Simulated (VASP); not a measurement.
# In9Ga7P16 (P1) in VASP: single point with HSE06

Aim: the single point of In9Ga7P16 with HSE06.

Program: VASP 6.6.1. These are calculated values, not measurements. Logs are shortened: lines on timing, memory, paths and dates and some standing lists are left out, and cuts for length are marked.

### Step 1. The cell of the first run

The typed cell holds 64 atoms: a = 11.385 Å, b = 11.385 Å, c = 11.385 Å, α = 90.00°, β = 90.00°, γ = 90.00°.

### Step 2. Single point, HSE06

POSCAR reads:

```
In9Ga7P16
1.0
   11.3850520000      0.0000000000      0.0000000000
    0.0000000000     11.3850520000      0.0000000000
    0.0000000000      0.0000000000     11.3850520000
In Ga P
18 14 32
Direct
    0.9954640000      0.9973380000      0.9978370000
    0.0020430000      0.0002820000      0.5018000000
    0.0005330000      0.4994230000      0.5050460000
    0.5050110000      0.0002750000      0.9952340000
    0.4998250000      0.4983210000      0.5067270000
    0.2530570000      0.2526610000      0.9947830000
    0.2498030000      0.7473840000      0.9926280000
    0.7476370000      0.7529160000      0.5040640000
    0.2523160000      0.0002600000      0.2568860000
    0.2502060000      0.4999820000      0.2501440000
    0.2522610000      0.5023630000      0.7496690000
    0.7456050000      0.0000300000      0.7498410000
    0.7500610000      0.4976330000      0.2426180000
    0.9962550000      0.2503650000      0.2503790000
    0.9978180000      0.2518910000      0.7490760000
    0.9974530000      0.7500620000      0.2468890000
    0.5040560000      0.2484970000      0.2512070000
    0.5025230000      0.7522100000      0.2499830000
    0.9929960000      0.5024780000      0.9941410000
    0.4988950000      0.0027380000      0.5043910000
    0.5074640000      0.5000330000      0.9924990000
    0.2550990000      0.2450670000      0.5055090000
    0.2531400000      0.7543830000      0.5067480000
    0.7483310000      0.2543720000      0.9966810000
    0.7448360000      0.2483300000      0.5018700000
    0.7495890000      0.7455580000      0.9950810000
    0.2555200000      0.9978990000      0.7432330000
    0.7470390000      0.0034770000      0.2497900000
    0.7476030000      0.4995270000      0.7551060000
    0.0015060000      0.7490690000      0.7513860000
    0.5016820000      0.2490540000      0.7472050000
    0.5016020000      0.7487590000      0.7505020000
    0.1265270000      0.1234880000      0.1249690000
    0.1373170000      0.1253200000      0.6265920000
    0.1158600000      0.6173760000      0.1150760000
    0.1267820000      0.6383650000      0.6268200000
    0.6381870000      0.1273080000      0.1218690000
    0.6185010000      0.1300410000      0.6202440000
    0.6251230000      0.6244940000      0.1109780000
    0.6249340000      0.6247380000      0.6395730000
    0.3869770000      0.3832690000      0.1170600000
    0.3742340000      0.3621210000      0.6279870000
    0.3737450000      0.8768680000      0.1225600000
    0.3807370000      0.8738140000      0.6262570000
    0.8755200000      0.3751360000      0.1087050000
    0.8590310000      0.3748850000      0.6256790000
    0.8581050000      0.8737950000      0.1246040000
    0.8822730000      0.8703450000      0.6342560000
    0.3773070000      0.1255260000      0.3885680000
    0.3777140000      0.1237080000      0.8598400000
    0.3701710000      0.6323560000      0.3845640000
    0.3903330000      0.6237080000      0.8726070000
    0.8620360000      0.1244970000      0.3775540000
    0.8657280000      0.1319860000      0.8796070000
    0.8724120000      0.6235930000      0.3747620000
    0.8756230000      0.6255780000      0.8725060000
    0.1333170000      0.3650750000      0.3852280000
    0.1170570000      0.3851490000      0.8789920000
    0.1309990000      0.8664570000      0.3815960000
    0.1258760000      0.8770840000      0.8598510000
    0.6319510000      0.3718360000      0.3811230000
    0.6242290000      0.3725490000      0.8728250000
    0.6237580000      0.8910460000      0.3771250000
    0.6256010000      0.8605760000      0.8728840000
```

INCAR.step1 reads:

```
ALGO     = Normal         # electronic algorithm
EDIFF    = 1E-5           # SCF threshold, eV
ENCUT    = 400            # plane-wave cutoff, eV
GGA      = PE             # functional
GGA_COMPAT= False        
ISIF     = 2              # what is computed and relaxed
ISMEAR   = -1             # smearing method
LASPH    = True           # aspherical terms in the spheres
LREAL    = Auto         
LUSENCCL = False        
LWAVE    = True           # write WAVECAR
NBANDS   = 326            # bands
NELM     = 120            # most SCF steps
PREC     = Accurate       # precision mode
SIGMA    = 0.05           # smearing width, eV
```

INCAR.step2 reads:

```
ALGO     = Normal         # electronic algorithm
EDIFF    = 1E-6           # SCF threshold, eV
ENCUT    = 400            # plane-wave cutoff, eV
GGA      = PE             # functional
GGA_COMPAT= False        
HFSCREEN = 0.2079         # screening, 1/A
ISIF     = 2              # what is computed and relaxed
ISMEAR   = -1             # smearing method
ISTART   = 1            
LASPH    = True           # aspherical terms in the spheres
LCHARG   = True           # write CHGCAR
LELF     = True           # ELF
LHFCALC  = True           # exact exchange
LREAL    = Auto         
LUSENCCL = False        
LVHAR    = True         
LWAVE    = False          # write WAVECAR
NBANDS   = 326            # bands
NELM     = 120            # most SCF steps
PREC     = Accurate       # precision mode
PRECFOCK = Fast         
SIGMA    = 0.05           # smearing width, eV
```

KPOINTS reads:

```
k-points
0
Gamma
  1 1 1
```

Potentials or basis: VASP PAW PBE potentials, release 64 (In_d, Ga_d, P).

Launch:

```bash
$ cat potpaw_PBE.64/In_d/POTCAR potpaw_PBE.64/Ga_d/POTCAR potpaw_PBE.64/P/POTCAR > POTCAR
$ cp INCAR.step1 INCAR
$ mpirun -np 1 vasp_gam > vasp.out
$ cp INCAR.step2 INCAR
$ mpirun -np 1 vasp_gam > vasp.out
```

OUTCAR:

```text
EDIFF = 1E-6
   ENCUT = 400
   GGA = PE
   HFSCREEN = 0.2079
   ISIF = 2
   ISMEAR = -1
   ISTART = 1
   LASPH = True
   LHFCALC = True
   LREAL = Auto
   NELM = 120
   PREC = Accurate
   PRECFOCK = Fast

 ion  position               nearest neighbor table
   1  0.995  0.997  0.998-  54 2.52  33 2.53  47 2.55  60 2.56  16 4.00  12 4.01
   2  0.002  0.000  0.502-  48 2.51  59 2.52  34 2.53  53 2.56   9 3.99  15 4.02
   3  0.001  0.499  0.505-  55 2.52  57 2.55  36 2.55  46 2.55  15 3.96  11 4.00
   4  0.505  0.000  0.995-  43 2.51  64 2.52  50 2.54  37 2.54  12 3.91
   5  0.500  0.498  0.507-  42 2.52  61 2.53  40 2.53  51 2.54  11 3.95
   6  0.253  0.253  0.995-  58 2.53  33 2.54  41 2.54  50 2.56  11 3.98
   7  0.250  0.747  0.993-  43 2.52  52 2.53  60 2.54  35 2.54  11 3.93
   8  0.748  0.753  0.504-  48 2.52  55 2.52  40 2.54  63 2.56  12 3.97  18 4.02
   9  0.252  0.000  0.257-  43 2.49  59 2.50  33 2.50  49 2.51   2 3.99  18 4.01
  10  0.250  0.500  0.250-  51 2.55  41 2.55  35 2.55  57 2.55
  11  0.252  0.502  0.750-  58 2.51  52 2.52  36 2.53  42 2.53   7 3.93   5 3.95   6 3.98   3 4.00

  12  0.746  0.000  0.750-  54 2.51  48 2.52  64 2.52  38 2.54   4 3.91   8 3.97   1 4.01
  13  0.750  0.498  0.243-  55 2.50  45 2.51  61 2.52  39 2.52  14 3.97  17 3.99  16 4.02
  14  0.996  0.250  0.250-  33 2.51  53 2.55  57 2.55  45 2.55  13 3.97
  15  0.998  0.252  0.749-  58 2.52  54 2.52  46 2.54  34 2.56   3 3.96   2 4.02
  16  0.997  0.750  0.247-  55 2.49  35 2.52  59 2.53  47 2.54   1 4.00  13 4.02
  17  0.504  0.248  0.251-  61 2.51  37 2.53  41 2.54  49 2.55  13 3.99
  18  0.503  0.752  0.250-  43 2.50  51 2.55  63 2.55  39 2.56   9 4.01   8 4.02
  19  0.993  0.502  0.994-  58 2.34  35 2.36  45 2.36  56 2.38
  20  0.499  0.003  0.504-  49 2.37  38 2.39  63 2.40  44 2.43
  21  0.507  0.500  0.992-  39 2.37  52 2.37  41 2.38  62 2.39
  22  0.255  0.245  0.506-  34 2.36  42 2.36  49 2.36  57 2.38
  23  0.253  0.754  0.507-  59 2.36  51 2.37  36 2.38  44 2.41
  24  0.748  0.254  0.997-  54 2.35  45 2.37  37 2.39  62 2.41
[... 38 lines left out ...]
  63  0.624  0.891  0.377-  28 2.39  20 2.40  18 2.55   8 2.56
  64  0.626  0.861  0.873-  32 2.36  26 2.38  12 2.52   4 2.52

  LATTYP: Found a simple cubic cell.
 ALAT       =    11.3850520000

  Lattice vectors:

 A1 = (  11.3850520000,   0.0000000000,   0.0000000000)
 A2 = (   0.0000000000,  11.3850520000,   0.0000000000)
 A3 = (   0.0000000000,   0.0000000000,  11.3850520000)

Analysis of symmetry for initial positions (statically):
=====================================================================
 Subroutine PRICEL returns:
 Original cell was already a primitive cell.

 Routine SETGRP: Setting up the symmetry group for a
 simple cubic supercell.

 Subroutine GETGRP returns: Found  1 space group operations
 (whereof  1 operations were pure point group operations)
 out of a pool of 48 trial point group operations.

The static configuration has the point symmetry C_1 .

Analysis of symmetry for dynamics (positions and initial velocities):
=====================================================================
 Subroutine PRICEL returns:
 Original cell was already a primitive cell.

 Routine SETGRP: Setting up the symmetry group for a
 simple cubic supercell.

 Subroutine GETGRP returns: Found  1 space group operations
 (whereof  1 operations were pure point group operations)
 out of a pool of 48 trial point group operations.

The dynamic configuration has the point symmetry C_1 .

[... 182 lines left out ...]
   total plane-waves  NPLWV = 512000
   dimension x,y,z NGX =    80 NGY =   80 NGZ =   80
   dimension x,y,z NGXF=   160 NGYF=  160 NGZF=  160
   ions per type =              18  14  32
   NGX,Y,Z   is equivalent  to a cutoff of  11.68, 11.68, 11.68 a.u.
   NGXF,Y,Z  is equivalent  to a cutoff of  23.36, 23.36, 23.36 a.u.
 SYSTEM =  unknown system
   PREC   = accura    normal or accurate (medium, high low for compatibility)
   ISTART =      1    job   : 0-new  1-cont  2-samecut
   ICHARG =      0    charge: 1-file 2-atom 10-const
   ISPIN  =      1    spin polarized calculation?
   LNONCOLLINEAR =      F non collinear calculations
   LSORBIT =      F    spin-orbit coupling
   LASPH  =      T    aspherical Exc in radial PAW
   ENCUT  =  400.0 eV  29.40 Ry    5.42 a.u.  18.57 18.57 18.57*2*pi/ulx,y,z
   NELM   =    120;   NELMIN=  2; NELMDL=  0     # of ELM steps
   EDIFF  = 0.1E-05   stopping-criterion for ELM
   LREAL  =      T    real-space projection
   EDIFFG = 0.1E-04   stopping-criterion for IOM
   NSW    =      0    number of steps for IOM
   IBRION =     -1    ionic relax: 0-MD 1-quasi-New 2-CG
   NFREE  =      0    steps in history (QN), initial steepest desc. (CG)
   ISIF   =      2    stress and relaxation
   ISYM   =      3    0-nonsym 1-usesym 2-fastsym
   POTIM  = 0.5000    time-step for ionic-motion
   TEBEG  =    0.0;   TEEND  =   0.0 temperature during run
   PSTRESS=    0.0 pullay stress
   NELECT =     576.0000    total number of electrons
   NUPDOWN=      -1.0000    fix difference up-down
   EMIN   =  10.00;   EMAX   =-10.00  energy-range for DOS
   EFERMI =   0.00;   METHOD = LEGACY
   ISMEAR =    -1;   SIGMA  =   0.05  broadening in eV -4-tet -1-fermi 0-gaus
   EFERMI_NEDOS =   21; number of points for ismear=-14 and -15
   IALGO  =     38    algorithm
   IMIX   =      1    mixing-type and parameters
     AMIX     =   0.40;   BMIX     =  1.00
     AMIX_MAG =   1.60;   BMIX_MAG =  1.00
  volume/ion in A,a.u.               =      23.06       155.60
  Fermi-wavevector in a.u.,A,eV,Ry     =   1.196412  2.260890 19.475391  1.431401
  Thomas-Fermi vector in A             =   2.332353
   LORBIT       =      0    0 simple, 1 ext, 2 COOP (PROOUT), +10 PAW based schemes
   GGA     = PE    functional components
   LHFCALC =     T    Hartree Fock is set to
   PRECFOCK=fast      Normal, Fast or Accurate (Low or Medium for compatibility)
   ENCUT4O =  -1.0   cutoff for four orbital integrals eV
   NKREDX  =     1    reduce k-point grid by
   NKREDY  =     1    reduce k-point grid by
   NKREDZ  =     1    reduce k-point grid by
   AEXX    =    0.2500 exact exchange contribution
   HFSCREEN=    0.2079 screening length (either q_TF or 0.3 A-1)
   HFSCREENC=   0.2079 screening length for correlation (either q_TF or 0.3 A-1)
   ENCUTFOCK=  -1.0 apply spherical cutoff to Coloumb kernel
   IVDW    =     0    specifies the selected vdW correction
   LEPSILON=     F    determine dielectric tensor
   LRPA    =     F    only Hartree local field effects (RPA)
 non-spin polarized calculation
  energy-cutoff  :      400.00
  volume of cell :     1475.72
 maximum number of plane-waves:     13433
 NGX is ok and might be reduce to    80
  NGX = 40; NGY = 40; NGZ = 40

 number of electron     576.0000054 magnetization

 Free energy of the ion-electron system (eV)
  ---------------------------------------------------
  ext. energy  EPLUGINS =         0.00000000
  ---------------------------------------------------
  free energy    TOTEN  =      -325.98665398 eV

  energy without entropy =     -325.98665389  energy(sigma->0) =     -325.98665393

 E-fermi :   5.4995     XC(G=0):  -7.8828

 val. band max:        4.5739558942   @ k =   0.0000   0.0000   0.0000
 cond. band min:       6.3772394508   @ k =   0.0000   0.0000   0.0000
 fundamental gap:      1.8032835566
 Fermi energy:         5.4995392022

 k-point     1 :       0.0000    0.0000    0.0000
  band No.  band energies     occupation
      1     -12.6459      2.00000
      2     -12.6403      2.00000
      3     -12.6370      2.00000
      4     -12.6317      2.00000
      5     -12.6257      2.00000
      6     -12.6226      2.00000
[... 292 lines left out ...]
    299       7.3872      0.00000
    300       7.5790      0.00000
 [bands above 300 left out]

------------------------ aborting loop because EDIFF is reached ----------------------------------------

  FORCE on cell =-STRESS in cart. coord.  units (eV):
  Direction    XX          YY          ZZ          XY          YZ          ZX
  --------------------------------------------------------------------------------------
  -------------------------------------------------------------------------------------
  Total        6.5982501      6.0651199      6.6471437     -0.2525126      0.0334617      0.0337488
  in kB        7.1636490      6.5848353      7.2167323     -0.2741503      0.0363290      0.0366407
  external PRESSURE =       6.9884055 kB  Pullay stress =       0.0000000 kB

 VOLUME and BASIS-vectors are now :
 -----------------------------------------------------------------------------
  energy-cutoff  :      400.00
  volume of cell :     1475.72
      direct lattice vectors                 reciprocal lattice vectors
    11.385052000  0.000000000  0.000000000     0.087834469  0.000000000  0.000000000
     0.000000000 11.385052000  0.000000000     0.000000000  0.087834469  0.000000000
     0.000000000  0.000000000 11.385052000     0.000000000  0.000000000  0.087834469

 POSITION                                       TOTAL-FORCE (eV/Angst)
 -----------------------------------------------------------------------------------
     11.33341     11.35474     11.36043         0.003329      0.009622     -0.000593
      0.02326      0.00321      5.71302         0.004961     -0.004757      0.001144
      0.00607      5.68596      5.74997        -0.002954      0.002796     -0.008348
      5.74958      0.00313     11.33079         0.001917     -0.003799      0.005258
      5.69053      5.67341      5.76911         0.008704     -0.004497     -0.008082
      2.88107      2.87656     11.32566        -0.003694      0.001454      0.005458
[... 56 lines left out ...]
      7.10152     10.14461      4.29359         0.001782     -0.062756      0.003167
      7.12250      9.79770      9.93783         0.013672      0.046894      0.016350
 -----------------------------------------------------------------------------------
    total drift:                               -0.003466      0.005123     -0.001478

  FREE ENERGIE OF THE ION-ELECTRON SYSTEM (eV)
  ---------------------------------------------------
  free  energy   TOTEN  =      -325.9866539799 eV

  energy  without entropy=     -325.9866538889  energy(sigma->0) =     -325.98665393
```

Wall time 18 min (1 × NVIDIA H100 80GB with 1 thread of AMD EPYC 7R13 (Zen 3), shared host); peak memory 1.8 GiB.

What came out:

```
Free energy            : -325.9867 eV
Pressure               : 0.7 GPa
Largest force          : 0.079 eV/Å
Band gap on the k mesh : 1.80 eV
```

Forces in eV/Å, atoms in the order of the input:
```
In   0.003  0.010 -0.001
In   0.005 -0.005  0.001
In  -0.003  0.003 -0.008
In   0.002 -0.004  0.005
In   0.009 -0.004 -0.008
In  -0.004  0.001  0.005
In   0.006  0.001  0.005
In   0.006 -0.007  0.005
In   0.000 -0.005 -0.006
In   0.000 -0.005 -0.001
In   0.004 -0.002  0.000
In   0.005 -0.004  0.000
In  -0.003  0.001  0.006
In   0.002 -0.002 -0.003
In  -0.003  0.000  0.011
In   0.000  0.000  0.006
In   0.001  0.008 -0.001
In  -0.008  0.003 -0.001
Ga   0.018 -0.012  0.008
Ga   0.006  0.001 -0.007
Ga  -0.013 -0.003  0.008
Ga  -0.002  0.002  0.004
Ga   0.001 -0.007 -0.005
Ga   0.003 -0.008 -0.003
Ga  -0.004  0.009  0.000
Ga  -0.014  0.003  0.001
Ga   0.001  0.007  0.003
Ga  -0.001 -0.004  0.005
Ga  -0.002 -0.004 -0.015
Ga   0.002  0.009 -0.012
Ga  -0.007 -0.003 -0.003
Ga   0.007 -0.003  0.006
P   -0.009  0.025 -0.033
P   -0.055 -0.016  0.030
P    0.057  0.028  0.034
P   -0.017 -0.050 -0.011
P   -0.053 -0.011  0.002
P    0.018 -0.014  0.028
P   -0.005  0.027  0.040
P    0.029 -0.017 -0.053
P   -0.053 -0.027  0.020
P    0.025  0.055  0.006
P    0.020 -0.026 -0.023
P   -0.012  0.016  0.005
P    0.003 -0.017  0.054
P    0.039  0.021  0.014
P    0.037  0.011 -0.016
P   -0.039  0.012 -0.036
P    0.022  0.001 -0.041
P   -0.019  0.006  0.052
P    0.025 -0.027 -0.035
P   -0.059  0.006  0.018
P    0.047  0.004 -0.005
P    0.039 -0.031 -0.032
P   -0.003  0.004  0.036
P   -0.037  0.014 -0.024
P   -0.031  0.047 -0.041
P    0.041 -0.061 -0.030
P   -0.033  0.014 -0.005
P    0.012  0.016  0.056
P   -0.031  0.019 -0.006
P    0.009  0.009 -0.030
P    0.002 -0.063  0.003
P    0.014  0.047  0.016
```

Caveat: the k points lie up to 0.55 Å⁻¹ apart; the PAW data sets were made with another functional, which shifts forces and pressure a little; spin-orbit coupling is left out, which moves the levels of the heavy elements. A k mesh can miss the band edges.
